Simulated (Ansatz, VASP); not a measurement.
Y in VASP and in Ansatz

```xyz
1
Lattice="0.0000 2.5003 2.5003 2.5003 0.0000 2.5003 2.5003 2.5003 0.0000" Properties=species:S:1:pos:R:3 pbc="T T T"
Y     0.0000    0.0000    0.0000
```

Change from the starting cell: volume scaled by 0.9405, crystal datasets.

Alike in both runs: task electric field gradients; functional r2SCAN; k mesh 12 × 12 × 12; occupations fermi-dirac, width 0.03 eV; no spin polarisation.

|  | VASP | Ansatz |
| --- | --- | --- |
| version | VASP 6.6.1 | Ansatz 0.2.0 |
| potentials or method | VASP PAW PBE potentials, release 64 (Y_sv), cutoff 520 eV | all-electron PAW with datasets made for the crystal, scalar-relativistic |

```csv
,VASP,Ansatz,Ansatz less VASP
pressure (GPa),2.5,2.5,-0.04
```

VASP's potentials were made for PBE, not for r2SCAN. Ansatz ran all-electron here, and VASP with PAW potentials.
